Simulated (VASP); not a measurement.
Here is a VASP 6.6.1 calculation.

INCAR

```
ALGO = Normal
EDIFF = 1E-7
ENCUT = 520
ISIF = 2
ISMEAR = -1
LASPH = T
LCHARG = F
LREAL = F
LWAVE = F
NBANDS = 12
NELM = 80
PREC = Accurate
SIGMA = 0.05
```

File KPOINTS:

```
k-points
0
Gamma
  13 13 13
```

The input POSCAR:

```
Ga
1.0
   -1.4115506858      1.4115506858      2.3565534592
    1.4115506858     -1.4115506858      2.3565534592
    1.4115506858      1.4115506858     -2.3565534592
Ga
1
Direct
    0.0000000000      0.0000000000      0.0000000000
```

Potentials or basis: VASP PAW LDA potentials, release 64 (Ga_d).

Run with:

```bash
$ cat potpaw_LDA.64/Ga_d/POTCAR > POTCAR
$ mpirun -np 1 vasp_std > vasp.out
```

What does it give for the pressure?

-5.0 GPa.

Stress tensor (GPa, compression positive):
```
-5.10  0.00  0.00
 0.00 -5.10  0.00
 0.00  0.00 -4.78
```
